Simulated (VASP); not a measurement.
# In2O3: single point with PBE

The system is In2O3.

```
In O
1.0
    -5.06000    5.06000    5.06000
     5.06000   -5.06000    5.06000
     5.06000    5.06000   -5.06000
In O
16 24
Direct
  0.50006 0.50006 0.50006
  0.50000 0.00000 0.99994
  0.99994 0.50000 0.00000
  0.00000 0.99994 0.50000
  0.25000 0.21623 0.96623
  0.75000 0.28377 0.53377
  0.96623 0.25000 0.21623
  0.53377 0.75000 0.28377
  0.21623 0.96623 0.25000
  0.28377 0.53377 0.75000
  0.25000 0.71630 0.46630
  0.75000 0.78370 0.03370
  0.46630 0.25000 0.71630
  0.03370 0.75000 0.78370
  0.71630 0.46630 0.25000
  0.78370 0.03370 0.75000
  0.45418 0.46386 0.22744
  0.73642 0.22674 0.27256
  0.04582 0.27326 0.00969
  0.76358 0.03614 0.49031
  0.22744 0.45418 0.46386
  0.27256 0.73642 0.22674
  0.00969 0.04582 0.27326
  0.49031 0.76358 0.03614
  0.46386 0.22744 0.45418
  0.22674 0.27256 0.73642
  0.27326 0.00969 0.04582
  0.03614 0.49031 0.76358
  0.77256 0.54577 0.53609
  0.50968 0.23647 0.96391
  0.72744 0.26353 0.77320
  0.99032 0.95423 0.72680
  0.53609 0.77256 0.54577
  0.96391 0.50968 0.23647
  0.77320 0.72744 0.26353
  0.72680 0.99032 0.95423
  0.54577 0.53609 0.77256
  0.23647 0.96391 0.50968
  0.26353 0.77320 0.72744
  0.95423 0.72680 0.99032
```

```json
{"Program": "VASP 6.6.1", "Task": "single point", "Functional": "PBE", "Potentials or basis": "VASP PAW PBE potentials, release 64 (In_d, O)", "Cutoff": "520 eV", "k mesh": "3 × 3 × 3", "Occupations": "fermi-dirac, width 0.02 eV", "Spin": "no spin polarisation", "Dipole correction": "no", "Further INCAR settings": "LREAL = Auto; ALGO = Normal; EDIFF = 1e-06; NBANDS = 202"}
```

```json
{
 "Pressure": "8.5 GPa",
 "Largest force": "0.016 eV/Å",
 "Band gap on the k mesh": "1.20 eV"
}
```

Forces in eV/Å, atoms in the order of the input:
```
In  -0.007 -0.007 -0.007
In   0.007  0.007 -0.007
In  -0.007  0.007  0.007
In   0.007 -0.007  0.007
In   0.007  0.000  0.000
In  -0.007  0.000  0.000
In   0.000  0.007  0.000
In   0.000 -0.007  0.000
In   0.000  0.000  0.007
In   0.000  0.000 -0.007
In  -0.008  0.000  0.000
In   0.008  0.000  0.000
In   0.000 -0.008  0.000
In   0.000  0.008  0.000
In   0.000  0.000 -0.008
In   0.000  0.000  0.008
O    0.010  0.009 -0.005
O   -0.010 -0.009 -0.005
O    0.010 -0.009  0.005
O   -0.010  0.009  0.005
O   -0.005  0.010  0.009
O   -0.005 -0.010 -0.009
O    0.005  0.010 -0.009
O    0.005 -0.010  0.009
O    0.009 -0.005  0.010
O   -0.009 -0.005 -0.010
O   -0.009  0.005  0.010
O    0.009  0.005 -0.010
O    0.012 -0.011 -0.004
O   -0.012  0.011 -0.004
O    0.012  0.011  0.004
O   -0.012 -0.011  0.004
O   -0.004  0.012 -0.011
O   -0.004 -0.012  0.011
O    0.004  0.012  0.011
O    0.004 -0.012 -0.011
O   -0.011 -0.004  0.012
O    0.011 -0.004 -0.012
O    0.011  0.004  0.012
O   -0.011  0.004 -0.012
```

Levels at points of the mesh, in eV from the valence-band top:
```tsv
k point	band 173	band 174	band 175	band 176	band 177	band 178	band 179	band 180
(0.00, 0.00, 0.00)	-0.24	0.00	0.00	0.00	1.20	5.55	5.55	5.55
```

It took 26 min on 1 thread of Intel(R) Xeon(R) Platinum 8375C CPU @ 2.90GHz (Ice Lake) (shared host), peak memory 0.82 GiB.

Caveat: the cell stands under pressure; spin-orbit coupling is left out, which moves the levels of the heavy elements.
